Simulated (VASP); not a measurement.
# GaSb (F-43m) in VASP: a series of runs, part 2 of 2

VASP 6.6.1. The steps go on from the part before.

## Step 4: Electric field gradients, r2SCANh+D4

Contents of POSCAR:

```
GaSb
1.0
    0.0000000000      3.0590000000      3.0590000000
    3.0590000000      0.0000000000      3.0590000000
    3.0590000000      3.0590000000      0.0000000000
Sb Ga
1 1
Direct
    0.7500000000      0.7500000000      0.7500000000
    0.0000000000      0.0000000000      0.0000000000
```

Contents of INCAR.step1:

```
PREC     = Accurate       # precision mode
ENCUT    = 520            # plane-wave cutoff, eV
ISMEAR   = -1             # smearing method
SIGMA    = 0.1            # smearing width, eV
LREAL    = F              # projectors in reciprocal space
LASPH    = T              # aspherical terms in the spheres
NELM     = 80             # most SCF steps
ALGO     = Normal         # electronic algorithm
ISIF     = 2              # what is computed and relaxed
LWAVE    = T              # write WAVECAR
LCHARG   = F              # write CHGCAR
GGA      = PE             # functional
EDIFF    = 1E-5           # SCF threshold, eV
NBANDS   = 16             # bands
```

Contents of INCAR.step2:

```
PREC     = Accurate       # precision mode
ENCUT    = 520            # plane-wave cutoff, eV
EDIFF    = 1E-8           # SCF threshold, eV
ISMEAR   = -1             # smearing method
SIGMA    = 0.1            # smearing width, eV
LREAL    = F              # projectors in reciprocal space
LASPH    = T              # aspherical terms in the spheres
NELM     = 80             # most SCF steps
ALGO     = Normal         # electronic algorithm
ISIF     = 2              # what is computed and relaxed
LWAVE    = F              # write WAVECAR
LCHARG   = F              # write CHGCAR
METAGGA  = R2SCAN         # meta-GGA
LHFCALC  = T              # exact exchange
AEXX     = 0.1            # exact-exchange fraction
LMIXTAU  = T            
PRECFOCK = Normal       
IVDW     = 13             # dispersion correction
LEFG     = T            
ISTART   = 1            
VDW_S6   = 1.0          
VDW_S8   = 0.8324       
VDW_A1   = 0.4944       
VDW_A2   = 5.9019       
NBANDS   = 16             # bands
```

Contents of KPOINTS:

```
regular mesh
0
Gamma
  4 4 4
```

Potentials or basis: VASP PAW PBE potentials, release 64 (Sb, Ga_d).

On the command line:

```
cat potpaw_PBE.64/Sb/POTCAR potpaw_PBE.64/Ga_d/POTCAR > POTCAR
cp INCAR.step1 INCAR
mpirun -np 1 vasp_std > vasp.out
cp INCAR.step2 INCAR
mpirun -np 1 vasp_std > vasp.out
```

OUTCAR:

```text
PREC = Accurate
   ENCUT = 520
   EDIFF = 1E-8
   ISMEAR = -1
   LREAL = F
   LASPH = T
   NELM = 80
   ISIF = 2
   METAGGA = R2SCAN
   LHFCALC = T
   AEXX = 0.1
   PRECFOCK = Normal
   IVDW = 13
   ISTART = 1

 ion  position               nearest neighbor table
   1  0.750  0.750  0.750-   2 2.65   2 2.65   2 2.65   2 2.65
   2  0.000  0.000  0.000-   1 2.65   1 2.65   1 2.65   1 2.65

  LATTYP: Found a face centered cubic cell.
 ALAT       =     6.1180000000

  Lattice vectors:

 A1 = (   0.0000000000,   3.0590000000,   3.0590000000)
 A2 = (   3.0590000000,   0.0000000000,   3.0590000000)
 A3 = (   3.0590000000,   3.0590000000,   0.0000000000)

Analysis of symmetry for initial positions (statically):
=====================================================================
 Subroutine PRICEL returns:
 Original cell was already a primitive cell.

 Routine SETGRP: Setting up the symmetry group for a
 face centered cubic supercell.

 Subroutine GETGRP returns: Found 24 space group operations
 (whereof 24 operations were pure point group operations)
 out of a pool of 48 trial point group operations.

The static configuration has the point symmetry T_d .

Analysis of symmetry for dynamics (positions and initial velocities):
=====================================================================
 Subroutine PRICEL returns:
 Original cell was already a primitive cell.

 Routine SETGRP: Setting up the symmetry group for a
 face centered cubic supercell.

 Subroutine GETGRP returns: Found 24 space group operations
 (whereof 24 operations were pure point group operations)
 out of a pool of 48 trial point group operations.

The dynamic configuration has the point symmetry T_d .

 Subroutine INISYM returns: Found 24 space group operations
 (whereof 24 operations are pure point group operations),
 and found     1 'primitive' translations

----------------------------------------------------------------------------------------

                                     Primitive cell

  volume of cell :      57.2491

  direct lattice vectors                    reciprocal lattice vectors
     0.000000000  3.059000000  3.059000000    -0.163452109  0.163452109  0.163452109
     3.059000000  0.000000000  3.059000000     0.163452109 -0.163452109  0.163452109
     3.059000000  3.059000000  0.000000000     0.163452109  0.163452109 -0.163452109

  length of vectors
     4.326079287  4.326079287  4.326079287     0.283107357  0.283107357  0.283107357

  position of ions in fractional coordinates (direct lattice)
     0.750000000  0.750000000  0.750000000
     0.000000000  0.000000000  0.000000000

  ion indices of the primitive-cell ions
   primitive index   ion index
                 1           1
                 2           2

[... 68 lines left out ...]
   EFERMI =   0.00;   METHOD = LEGACY
   ISMEAR =    -1;   SIGMA  =   0.10  broadening in eV -4-tet -1-fermi 0-gaus
   EFERMI_NEDOS =   21; number of points for ismear=-14 and -15
   IALGO  =     38    algorithm
   IMIX   =      1    mixing-type and parameters
     AMIX     =   0.40;   BMIX     =  1.00
     AMIX_MAG =   1.60;   BMIX_MAG =  1.00
  volume/ion in A,a.u.               =      28.62       193.17
  Fermi-wavevector in a.u.,A,eV,Ry     =   1.113208  2.103657 16.860766  1.239231
  Thomas-Fermi vector in A             =   2.249790
   LORBIT       =      0    0 simple, 1 ext, 2 COOP (PROOUT), +10 PAW based schemes
   METAGGA = R2SCAN    functional components
   LHFCALC =     T    Hartree Fock is set to
   PRECFOCK=normal    Normal, Fast or Accurate (Low or Medium for compatibility)
   ENCUT4O =  -1.0   cutoff for four orbital integrals eV
   NKREDX  =     1    reduce k-point grid by
   NKREDY  =     1    reduce k-point grid by
   NKREDZ  =     1    reduce k-point grid by
   AEXX    =    0.1000 exact exchange contribution
   HFSCREEN=    0.0000 screening length (either q_TF or 0.3 A-1)
   HFSCREENC=   0.0000 screening length for correlation (either q_TF or 0.3 A-1)
   ENCUTFOCK=  -1.0 apply spherical cutoff to Coloumb kernel
   IVDW    =    13    specifies the selected vdW correction
   LEPSILON=     F    determine dielectric tensor
   LRPA    =     F    only Hartree local field effects (RPA)
 non-spin polarized calculation
  energy-cutoff  :      520.00
  volume of cell :       57.25
 maximum number of plane-waves:      1572
  NGX = 28; NGY = 28; NGZ = 28

 number of electron      17.9999986 magnetization

 Free energy of the ion-electron system (eV)
  ---------------------------------------------------
  ext. energy  EPLUGINS =         0.00000000
  ---------------------------------------------------
  free energy    TOTEN  =       -35.45094659 eV

  energy without entropy =      -35.45027354  energy(sigma->0) =      -35.45061006

 E-fermi :   4.9649     XC(G=0):  -8.8578

 val. band max:        4.4492758378   @ k =   0.0000   0.0000   0.0000
 cond. band min:       5.4167588762   @ k =   0.0000   0.0000   0.0000
 fundamental gap:      0.9674830384
 Fermi energy:         4.9649290484

 k-point     1 :       0.0000    0.0000    0.0000
  band No.  band energies     occupation
      1     -12.1152      2.00000
      2     -12.1152      2.00000
      3     -12.1152      2.00000
      4     -12.0592      2.00000
      5     -12.0592      2.00000
      6      -7.8911      2.00000
[... 129 lines left out ...]
      3     -12.0915      2.00000
      4     -12.0654      2.00000
      5     -12.0588      2.00000
      6      -5.1400      2.00000
[... 8 lines left out ...]
     15      15.6982      0.00000
     16      17.1195      0.00000

------------------------ aborting loop because EDIFF is reached ----------------------------------------

  DFT-D4 for vdW energy calculation

  Edisp (eV):   -0.33001

  FORCE on cell =-STRESS in cart. coord.  units (eV):
  Direction    XX          YY          ZZ          XY          YZ          ZX
  --------------------------------------------------------------------------------------
  -------------------------------------------------------------------------------------
  Total      -0.28415    -0.28415    -0.28415    -0.00000     0.00000    -0.00000
  in kB      -7.95216    -7.95216    -7.95216    -0.00000     0.00000    -0.00000
  external pressure =       -7.95 kB  Pullay stress =        0.00 kB

 VOLUME and BASIS-vectors are now :
 -----------------------------------------------------------------------------
  energy-cutoff  :      520.00
  volume of cell :       57.25
      direct lattice vectors                 reciprocal lattice vectors
     0.000000000  3.059000000  3.059000000    -0.163452109  0.163452109  0.163452109
     3.059000000  0.000000000  3.059000000     0.163452109 -0.163452109  0.163452109
     3.059000000  3.059000000  0.000000000     0.163452109  0.163452109 -0.163452109

 POSITION                                       TOTAL-FORCE (eV/Angst)
 -----------------------------------------------------------------------------------
      4.58850      4.58850      4.58850        -0.000000     -0.000000     -0.000000
      0.00000      0.00000      0.00000         0.000000      0.000000      0.000000
 -----------------------------------------------------------------------------------
    total drift:                               -0.000295     -0.000128     -0.000173

  FREE ENERGIE OF THE ION-ELECTRON SYSTEM (eV)
  ---------------------------------------------------
  free  energy   TOTEN  =       -35.7809564386 eV

  energy  without entropy=      -35.7802833879  energy(sigma->0) =      -35.78061991

 Electric field gradients (V/A^2)
---------------------------------------------------------------------
 ion       V_xx      V_yy      V_zz      V_xy      V_xz      V_yz
---------------------------------------------------------------------
   1      -0.000     0.000     0.000     0.002     0.001     0.004
   2       0.000    -0.000    -0.000    -0.003    -0.002    -0.004
---------------------------------------------------------------------

 Electric field gradients after diagonalization (V/A^2)
 (convention: |V_zz| > |V_xx| > |V_yy|)
----------------------------------------------------------------------
 ion       V_xx      V_yy      V_zz     asymmetry (V_yy - V_xx)/ V_zz
----------------------------------------------------------------------
   1      -0.004    -0.001     0.005       0.590
   2       0.004     0.002    -0.006       0.463
----------------------------------------------------------------------

           NMR quadrupolar parameters

 Cq : quadrupolar parameter    Cq=e*Q*V_zz/h
 eta: asymmetry parameters     (V_yy - V_xx)/ V_zz
 Q  : nuclear electric quadrupole moment in mb (millibarn)
----------------------------------------------------------------------
 ion       Cq(MHz)       eta       Q (mb)
----------------------------------------------------------------------
   1       0.000       0.590       1.000
   2      -0.000       0.463       1.000
----------------------------------------------------------------------
```

Wall time 13 min (1 thread of Intel Xeon 6975P-C (Granite Rapids), shared host); peak memory 0.2 GiB.

What came out:

- Free energy: -35.7810 eV
- Pressure: -0.8 GPa
- Band gap on the k mesh: 0.97 eV, direct
- Dispersion energy per atom: -0.165 eV

Caveat: the k points lie up to 0.44 Å⁻¹ apart; without QUAD_EFG the Cq values of the log hold for a quadrupole moment of 1 mb, not for the nuclei; the PAW data sets were made with another functional, which shifts forces and pressure a little; spin-orbit coupling is left out, which moves the levels of the heavy elements.
